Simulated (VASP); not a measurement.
Set up this calculation in VASP 6.6.1, as the native input.

```yaml
Task: single point
Functional: PBE
Dispersion: D3(BJ)
Potentials_or_basis: VASP PAW PBE potentials, release 64 (Sn_d, O)
Cutoff: 520 eV
k_mesh: 7 × 7 × 1
Occupations: gaussian, width 0.05 eV
Spin: no spin polarisation
Dipole_correction: yes
Further_INCAR_settings: ALGO = Normal; EDIFF = 1e-07; NBANDS = 50
```

The structure of SnO lies in POSCAR:

```
SnO
1.0
    3.8201635894      0.0000000000      0.0000000000
    0.0000000000      3.8201635894      0.0000000000
    0.0000000000      0.0000000000     22.2260803631
Sn O
4 4
Direct
    0.7500000000      0.2500000000      0.2024648488
    0.2500000000      0.7500000000      0.3087831984
    0.3750000000      1.0000000000      0.4977503906
   -0.1250000000      1.5000000000      0.6040687401
    0.2500000000      0.2500000000      0.2556240236
    0.7500000000      0.7500000000      0.2556240236
   -0.1250000000      1.0000000000      0.5509095654
    0.3750000000      1.5000000000      0.5509095654
```

This cell differs from its parent crystal: layers slid over each other.

These files were run (other wordings do the same):

INCAR

```
ALGO = Normal ; DIPOL = 0.5 0.5 0.403
EDIFF = 1E-7 ; ENCUT = 520
GGA = PE ; IDIPOL = 3
ISIF = 2 ; ISMEAR = 0
IVDW = 12 ; LASPH = True
LCHARG = True ; LDIPOL = True
LELF = True ; LREAL = False
LVACPOTAV = True ; LVHAR = True
LWAVE = False ; NBANDS = 50
NELM = 80 ; PREC = Accurate
SIGMA = 0.05
```

KPOINTS

```
k-points
0
Gamma
  7 7 1
```

Potentials or basis: VASP PAW PBE potentials, release 64 (Sn_d, O).

The run is started by

```sh
$ cat potpaw_PBE.64/Sn_d/POTCAR potpaw_PBE.64/O/POTCAR > POTCAR
$ mpirun -np 1 vasp_std > vasp.out
```

Results of the run:

* Largest force: 0.100 eV/Å
* Band gap on the k mesh: 2.48 eV (least direct gap 2.56 eV)
* Dispersion energy per atom: -0.155 eV

Caveat: the cell differs from its parent crystal (layers slid over each other); spin-orbit coupling is left out, which moves the levels of the heavy elements.

It took 8.9 min on 1 thread of Intel(R) Xeon(R) Platinum 8488C (Sapphire Rapids), on a shared host, peak memory 0.51 GiB.
